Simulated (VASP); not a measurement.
# Ge (P1) in VASP: further runs

The runs below take Ge through single point, with PBE+D3(BJ).

Everything below comes from runs of VASP 6.6.1. Logs are shortened: lines on timing, memory, paths and dates and some standing lists are left out, and cuts for length are marked.

**1. The cell of the first run**

The typed cell holds 16 atoms: a = 8.263 Å, b = 8.263 Å, c = 8.263 Å, α = 60.00°, β = 60.00°, γ = 60.00°.

**2. Single point, PBE+D3(BJ)**

The input, INCAR:

```
SYSTEM = Ge
PREC = Accurate
ENCUT = 520
EDIFF = 1E-6
ISMEAR = -1
SIGMA = 0.36
LREAL = Auto
LASPH = .True.
NELM = 60
ALGO = Normal
ISIF = 2
LWAVE = .False.
LCHARG = .True.
GGA = PE
IVDW = 12
LELF = .True.
LVHAR = .True.
NBANDS = 126
```

The input, KPOINTS:

```
regular mesh
0
Gamma
  2 2 2
  0 0 0
```

The input, POSCAR:

```
Ge
1.0
    0.0000000000      5.8427050000      5.8427050000
    5.8427050000      0.0000000000      5.8427050000
    5.8427050000      5.8427050000      0.0000000000
Ge
16
Direct
   -0.0336573556      0.0255960210      0.0104318120
    0.1469524818      0.1048486959      0.1308298126
    0.0228062173     -0.0254590981      0.5038505281
    0.1376845143      0.0737415290      0.6254722770
    0.0276498642      0.4473527245     -0.0031748993
    0.1000906258      0.6671909672      0.0708233601
   -0.0007445182      0.4361935097      0.5012661088
    0.1377358604      0.6128582566      0.6611064567
    0.4950960214      0.0231741976     -0.0318345698
    0.5986952961      0.1356734595      0.1302650057
    0.4910482388     -0.0020281702      0.4930678513
    0.6210736294      0.1019647578      0.5950411667
    0.5222067518      0.4903721821      0.0019682664
    0.6050707677      0.6022467333      0.1764508049
    0.4697139424      0.4904919896      0.5270503987
    0.6408675434      0.6341925529      0.6537896402
```

Potentials or basis: VASP PAW PBE potentials, release 64 (Ge_d).

Launch:

```
cat potpaw_PBE.64/Ge_d/POTCAR > POTCAR
mpirun -np 1 vasp_std > vasp.out
```

OUTCAR:

```text
SYSTEM = Ge
   PREC = Accurate
   ENCUT = 520
   EDIFF = 1E-6
   ISMEAR = -1
   LREAL = Auto
   LASPH = .True.
   NELM = 60
   ISIF = 2
   GGA = PE
   IVDW = 12
 IVDW          = 12

 ion  position               nearest neighbor table
   1  0.966  0.026  0.010-   6 2.46  10 2.48   2 2.60   4 2.66
   2  0.147  0.105  0.131-   5 2.32   9 2.37   3 2.52   1 2.60
   3  0.023  0.975  0.504-   4 2.27   8 2.46   2 2.52  12 2.74
   4  0.138  0.074  0.625-   3 2.27  11 2.40   7 2.45   1 2.66
   5  0.028  0.447  0.997-   8 2.31   2 2.32   6 2.57  14 2.88
   6  0.100  0.667  0.071-   1 2.46   5 2.57  13 2.89
   7  0.999  0.436  0.501-   4 2.45  16 2.55
   8  0.138  0.613  0.661-  15 2.25   5 2.31   3 2.46
   9  0.495  0.023  0.968-   2 2.37  12 2.54  10 2.56  14 2.88
  10  0.599  0.136  0.130-  13 2.41  11 2.45   1 2.48   9 2.56
  11  0.491  0.998  0.493-  12 2.27   4 2.40  10 2.45  16 2.50
  12  0.621  0.102  0.595-  11 2.27   9 2.54  15 2.66   3 2.74
  13  0.522  0.490  0.002-  16 2.36  10 2.41  14 2.52   6 2.89
  14  0.605  0.602  0.176-  15 2.37  13 2.52   5 2.88   9 2.88
  15  0.470  0.490  0.527-   8 2.25  14 2.37  12 2.66
  16  0.641  0.634  0.654-  13 2.36  11 2.50   7 2.55

  LATTYP: Found a face centered cubic cell.
 ALAT       =    11.6854100000

  Lattice vectors:

 A1 = (   0.0000000000,   5.8427050000,   5.8427050000)
 A2 = (   5.8427050000,   0.0000000000,   5.8427050000)
 A3 = (   5.8427050000,   5.8427050000,   0.0000000000)

Analysis of symmetry for initial positions (statically):
=====================================================================
 Subroutine PRICEL returns:
 Original cell was already a primitive cell.

 Routine SETGRP: Setting up the symmetry group for a
 face centered cubic supercell.

 Subroutine GETGRP returns: Found  1 space group operations
 (whereof  1 operations were pure point group operations)
 out of a pool of 48 trial point group operations.

The static configuration has the point symmetry C_1 .

Analysis of symmetry for dynamics (positions and initial velocities):
=====================================================================
 Subroutine PRICEL returns:
 Original cell was already a primitive cell.

 Routine SETGRP: Setting up the symmetry group for a
 face centered cubic supercell.

 Subroutine GETGRP returns: Found  1 space group operations
 (whereof  1 operations were pure point group operations)
 out of a pool of 48 trial point group operations.

The dynamic configuration has the point symmetry C_1 .

 Subroutine INISYM returns: Found  1 space group operations
 (whereof  1 operations are pure point group operations),
 and found     1 'primitive' translations

----------------------------------------------------------------------------------------

                                     Primitive cell

  volume of cell :     398.9072

  direct lattice vectors                    reciprocal lattice vectors
     0.000000000  5.842705000  5.842705000    -0.085576800  0.085576800  0.085576800
     5.842705000  0.000000000  5.842705000     0.085576800 -0.085576800  0.085576800
     5.842705000  5.842705000  0.000000000     0.085576800  0.085576800 -0.085576800

  length of vectors
     8.262832652  8.262832652  8.262832652     0.148223366  0.148223366  0.148223366

  position of ions in fractional coordinates (direct lattice)
     0.966342644  0.025596021  0.010431812
     0.146952482  0.104848696  0.130829813
     0.022806217  0.974540902  0.503850528
     0.137684514  0.073741529  0.625472277
     0.027649864  0.447352725  0.996825101
     0.100090626  0.667190967  0.070823360
[... 8 lines left out ...]
     0.469713942  0.490491990  0.527050399
     0.640867543  0.634192553  0.653789640

  ion indices of the primitive-cell ions
   primitive index   ion index
                 1           1
                 2           2
                 3           3
                 4           4
                 5           5
                 6           6
[... 8 lines left out ...]
                15          15
                16          16

----------------------------------------------------------------------------------------

 KPOINTS: regular mesh

Automatic generation of k-mesh.
 Grid dimensions read from file:
 generate k-points for:    2    2    2

 Generating k-lattice:

  Cartesian coordinates                     Fractional coordinates (reciprocal lattice)
    -0.042788400  0.042788400  0.042788400     0.500000000  0.000000000  0.000000000
     0.042788400 -0.042788400  0.042788400     0.000000000  0.500000000  0.000000000
     0.042788400  0.042788400 -0.042788400     0.000000000  0.000000000  0.500000000

  Length of vectors
     0.074111683  0.074111683  0.074111683

  Shift w.r.t. Gamma in fractional coordinates (k-lattice)
     0.000000000  0.000000000  0.000000000

 Subroutine IBZKPT returns following result:
 ===========================================

 Found      8 irreducible k-points:

 Following reciprocal coordinates:
            Coordinates               Weight
  0.000000  0.000000  0.000000      1.000000
  0.500000  0.000000  0.000000      1.000000
  0.000000  0.500000  0.000000      1.000000
  0.000000  0.000000  0.500000      1.000000
  0.500000  0.500000  0.500000      1.000000
  0.500000  0.500000  0.000000      1.000000
  0.000000  0.500000  0.500000      1.000000
  0.500000  0.000000  0.500000      1.000000
   k-points           NKPTS =      8   k-points in BZ     NKDIM =      8   number of bands    NBANDS=    126
   number of dos      NEDOS =    301   number of ions     NIONS =     16
   total plane-waves  NPLWV = 262144
   dimension x,y,z NGX =    64 NGY =   64 NGZ =   64
   dimension x,y,z NGXF=   128 NGYF=  128 NGZF=  128
   ions per type =              16
   NGX,Y,Z   is equivalent  to a cutoff of  12.88, 12.88, 12.88 a.u.
   NGXF,Y,Z  is equivalent  to a cutoff of  25.75, 25.75, 25.75 a.u.
 SYSTEM =  Ge
   PREC   = accura    normal or accurate (medium, high low for compatibility)
   ISTART =      0    job   : 0-new  1-cont  2-samecut
   ICHARG =      2    charge: 1-file 2-atom 10-const
   ISPIN  =      1    spin polarized calculation?
   LNONCOLLINEAR =      F non collinear calculations
   LSORBIT =      F    spin-orbit coupling
   LASPH  =      T    aspherical Exc in radial PAW
   ENCUT  =  520.0 eV  38.22 Ry    6.18 a.u.  15.36 15.36 15.36*2*pi/ulx,y,z
   NELM   =     60;   NELMIN=  2; NELMDL= -5     # of ELM steps
   EDIFF  = 0.1E-05   stopping-criterion for ELM
   LREAL  =      T    real-space projection
   EDIFFG = 0.1E-04   stopping-criterion for IOM
   NSW    =      0    number of steps for IOM
   IBRION =     -1    ionic relax: 0-MD 1-quasi-New 2-CG
   NFREE  =      0    steps in history (QN), initial steepest desc. (CG)
   ISIF   =      2    stress and relaxation
   ISYM   =      2    0-nonsym 1-usesym 2-fastsym
   POTIM  = 0.5000    time-step for ionic-motion
   TEBEG  =    0.0;   TEEND  =   0.0 temperature during run
   PSTRESS=    0.0 pullay stress
   NELECT =     224.0000    total number of electrons
   NUPDOWN=      -1.0000    fix difference up-down
   EMIN   =  10.00;   EMAX   =-10.00  energy-range for DOS
   EFERMI =   0.00;   METHOD = LEGACY
   ISMEAR =    -1;   SIGMA  =   0.36  broadening in eV -4-tet -1-fermi 0-gaus
   EFERMI_NEDOS =   21; number of points for ismear=-14 and -15
   IALGO  =     38    algorithm
   IMIX   =      4    mixing-type and parameters
     AMIX     =   0.40;   BMIX     =  1.00
     AMIX_MAG =   1.60;   BMIX_MAG =  1.00
  volume/ion in A,a.u.               =      24.93       168.25
  Fermi-wavevector in a.u.,A,eV,Ry     =   1.350621  2.552304 24.819441  1.824177
  Thomas-Fermi vector in A             =   2.478111
   LORBIT       =      0    0 simple, 1 ext, 2 COOP (PROOUT), +10 PAW based schemes
   GGA     = PE    functional components
   LHFCALC =     F    Hartree Fock is set to
   AEXX    =    0.0000 exact exchange contribution
   IVDW    =    12    specifies the selected vdW correction
   LEPSILON=     F    determine dielectric tensor
   LRPA    =     F    only Hartree local field effects (RPA)
 non-spin polarized calculation
  energy-cutoff  :      520.00
  volume of cell :      398.91
 maximum number of plane-waves:     10849
 NGX is ok and might be reduce to    64
   NGX = 31   NGY = 31   NGZ = 31

 number of electron     224.0000001 magnetization

 Free energy of the ion-electron system (eV)
  ---------------------------------------------------
  ext. energy  EPLUGINS =         0.00000000
  ---------------------------------------------------
  free energy    TOTEN  =       -67.19914068 eV

  energy without entropy =      -64.28751652  energy(sigma->0) =      -65.74332860

 E-fermi :   4.0069     XC(G=0):  -9.4985

 val. band max:        3.9408761498   @ k =   0.0000   0.0000   0.0000
 cond. band min:       4.0133085598   @ k =   0.5000   0.5000   0.5000
 fundamental gap:      0.0724324100
 Fermi energy:         4.0068937720

 k-point     1 :       0.0000    0.0000    0.0000
  band No.  band energies     occupation
      1     -20.9057      2.00000
      2     -20.8868      2.00000
      3     -20.8636      2.00000
      4     -20.8453      2.00000
      5     -20.8310      2.00000
      6     -20.8117      2.00000
[... 116 lines left out ...]
    123       5.5537      0.02686
    124       6.3542      0.00294

 k-point     2 :       0.5000    0.0000    0.0000
  band No.  band energies     occupation
      1     -20.9030      2.00000
      2     -20.8922      2.00000
      3     -20.8646      2.00000
      4     -20.8456      2.00000
      5     -20.8314      2.00000
      6     -20.8112      2.00000
[... 878 lines left out ...]
    123       7.5557      0.00010
    124       7.7038      0.00007
 [bands above 124 left out]

------------------------ aborting loop because EDIFF is reached ----------------------------------------

 Edisp (eV)   -4.69448

 E8    (eV) :    -2.0971

  FORCE on cell =-STRESS in cart. coord.  units (eV):
  Direction    XX          YY          ZZ          XY          YZ          ZX
  --------------------------------------------------------------------------------------
  -------------------------------------------------------------------------------------
  Total       6.25986     4.48146     6.92648     0.02490    -0.90514    -0.03279
  in kB      25.14219    17.99942    27.81961     0.10000    -3.63542    -0.13170
  external pressure =       23.65 kB  Pullay stress =        0.00 kB

 VOLUME and BASIS-vectors are now :
 -----------------------------------------------------------------------------
  energy-cutoff  :      520.00
  volume of cell :      398.91
      direct lattice vectors                 reciprocal lattice vectors
     0.000000000  5.842705000  5.842705000    -0.085576800  0.085576800  0.085576800
     5.842705000  0.000000000  5.842705000     0.085576800 -0.085576800  0.085576800
     5.842705000  5.842705000  0.000000000     0.085576800  0.085576800 -0.085576800

 POSITION                                       TOTAL-FORCE (eV/Angst)
 -----------------------------------------------------------------------------------
      0.21050      5.70701      5.79561        -0.409507      0.148102      0.541290
      1.37700      1.62300      1.47120        -0.497479      0.168989     -1.516766
      8.63781      3.07710      5.82721        -0.749779     -1.950741     -1.485768
      4.08530      4.45890      1.23530         2.070456      1.139330      0.442116
      8.43791      5.98570      2.77530         2.497369     -0.519568     -0.418067
      4.31200      0.99860      4.48300        -0.445487      1.478992     -0.521325
[... 8 lines left out ...]
      5.94520      5.82380      5.61020        -1.072820      1.971489      0.794524
      7.52530      7.56430      7.44980        -1.342043     -0.499821      0.097587
 -----------------------------------------------------------------------------------
    total drift:                                0.001967     -0.001496     -0.002611

  FREE ENERGIE OF THE ION-ELECTRON SYSTEM (eV)
  ---------------------------------------------------
  free  energy   TOTEN  =       -71.8936166358 eV

  energy  without entropy=      -68.9819924840  energy(sigma->0) =      -70.43780456
```

Wall time 11 min (1 thread of Intel Xeon 6975P-C (Granite Rapids), shared host); peak memory 0.68 GiB.

Results:

| Quantity | Value |
| --- | --- |
| Free energy | -71.8936 eV |
| Pressure | 2.4 GPa |
| Largest force | 2.991 eV/Å |
| Band gap on the k mesh | zero (bands 112 and 113 overlap by 0.22 eV) |
| Dispersion energy per atom | -0.293 eV |

Forces on the atoms (eV/Å):
```
Ge  -0.410  0.148  0.541
Ge  -0.497  0.169 -1.517
Ge  -0.750 -1.951 -1.486
Ge   2.070  1.139  0.442
Ge   2.497 -0.520 -0.418
Ge  -0.445  1.479 -0.521
Ge   0.536 -0.653  1.273
Ge  -0.134 -2.051 -0.775
Ge  -0.819  1.154  0.066
Ge  -0.759 -0.331 -0.253
Ge  -1.166 -0.627 -0.977
Ge   1.583  1.703  1.882
Ge   1.547 -0.326 -0.628
Ge  -0.840 -0.805  1.480
Ge  -1.073  1.971  0.795
Ge  -1.342 -0.500  0.098
```

Stress tensor (GPa, compression positive):
```
 2.51  0.01 -0.01
 0.01  1.80 -0.36
-0.01 -0.36  2.78
```

Caveat: the k points lie up to 0.47 Å⁻¹ apart; so wide a smearing shifts energies and pressures; semilocal functionals underestimate gaps, and a narrow one can read as zero; forces of over 1 eV/Å act on the atoms, so gaps and moduli don't describe the material at rest.

**3. Single point, PBE+D3(BJ)**

The input, INCAR:

```
  ALGO = Normal
  EDIFF = 1E-6
  ENCUT = 520
  GGA = PE
  ISIF = 2
  ISMEAR = -1
  IVDW = 12
  LASPH = True
  LCHARG = True
  LELF = True
  LREAL = Auto
  LVHAR = True
  LWAVE = False
  NBANDS = 126
  NELM = 80
  PREC = Accurate
  SIGMA = 0.36
```

The input, KPOINTS:

```
k-points
0
Gamma
  2 2 2
```

The input, POSCAR:

```
Ge
1.0
    0.0000000000      5.8427050000      5.8427050000
    5.8427050000      0.0000000000      5.8427050000
    5.8427050000      5.8427050000      0.0000000000
Ge
16
Direct
   -0.0193317992      0.0401269617     -0.0435500338
    0.1215104990      0.0933043856      0.1195080019
    0.0018399012     -0.0377136960      0.4954126556
    0.1168123326      0.1009806246      0.6333025542
   -0.0096701785      0.4592735728      0.0386122524
    0.0897187176      0.6777169137      0.0656031752
   -0.0052972039      0.4578444402      0.5011634166
    0.1243858795      0.5759233095      0.6673022170
    0.5334429857     -0.0105516195     -0.0218477572
    0.6151859456      0.1445820044      0.0954780363
    0.4688667321     -0.0326988955      0.5196993516
    0.6298623668      0.0977115908      0.5898637703
    0.5604167932      0.5037307206     -0.0332637023
    0.6358099545      0.5781996524      0.1580517928
    0.5204695428      0.4219535301      0.5303793363
    0.6640075102      0.6454715752      0.6011941387
```

Potentials or basis: VASP PAW PBE potentials, release 64 (Ge_d).

Launch:

```
cat potpaw_PBE.64/Ge_d/POTCAR > POTCAR
mpirun -np 1 vasp_std > vasp.out
```

Run time: 11 min. Hardware: 1 thread of Intel Xeon 6975P-C (Granite Rapids), shared host; peak memory 0.67 GiB.

The run converged. Its results:

```yaml
Free_energy: -71.7625 eV
Pressure: 2.5 GPa
Largest_force: 3.349 eV/Å
Band_gap_on_the_k_mesh: zero (bands 112 and 113 overlap by 0.15 eV)
Dispersion_energy_per_atom: -0.294 eV
```

Forces in eV/Å, atoms in the order of the input:
```
Ge   2.035  1.477 -1.675
Ge  -0.088  0.875  0.702
Ge  -0.001  0.399 -0.167
Ge  -2.091 -2.202  0.447
Ge  -0.526  0.092  0.412
Ge  -0.358  1.799 -0.184
Ge  -0.608  0.126  2.056
Ge  -0.562 -0.476  0.292
Ge  -0.650 -0.631 -1.177
Ge   0.710  0.475 -0.281
Ge   0.137 -1.259  1.867
Ge  -1.222  1.847 -1.384
Ge   0.156 -1.084 -1.081
Ge   1.284 -0.412  0.412
Ge   2.499 -1.487  1.661
Ge  -0.713  0.460 -1.899
```

Stress tensor (GPa, compression positive):
```
 4.11 -1.43  0.85
-1.43  1.92 -1.01
 0.85 -1.01  1.59
```

Levels at points of the mesh, in eV from the Fermi level:
```
           k point  band 108  band 109  band 110  band 111  band 112  band 113  band 114  band 115  band 116  band 117
(0.00, 0.00, 0.00)     -0.80     -0.58     -0.46     -0.40     -0.26     -0.18     -0.12      0.07      0.21      0.62
(0.50, 0.00, 0.00)     -1.52     -0.74     -0.63     -0.45     -0.12      0.10      0.30      0.65      0.88      1.23
(0.00, 0.50, 0.00)     -1.20     -0.81     -0.55     -0.11     -0.08      0.19      0.90      1.06      1.10      1.25
(0.00, 0.00, 0.50)     -1.40     -1.02     -0.87     -0.12     -0.03      0.17      0.32      0.63      0.89      1.09
(0.50, 0.50, 0.50)     -1.63     -0.76     -0.48     -0.43     -0.15      0.03      0.46      0.61      0.95      1.15
(0.50, 0.50, 0.00)     -1.33     -1.18     -1.11     -0.62     -0.47      0.56      1.05      1.44      1.63      1.71
(0.00, 0.50, 0.50)     -1.44     -1.07     -1.01     -0.63     -0.34      0.74      0.95      1.25      1.52      1.61
(0.50, 0.00, 0.50)     -1.45     -1.18     -1.04     -0.95     -0.41      0.69      1.08      1.17      1.51      1.79
```

Caveat: the k points lie up to 0.47 Å⁻¹ apart; so wide a smearing shifts energies and pressures; semilocal functionals underestimate gaps, and a narrow one can read as zero; forces of over 1 eV/Å act on the atoms, so gaps and moduli don't describe the material at rest.

(Part 1 of 2 ends here.)

The gap in the log of VASP goes by the Fermi energy; the results here count the filled bands.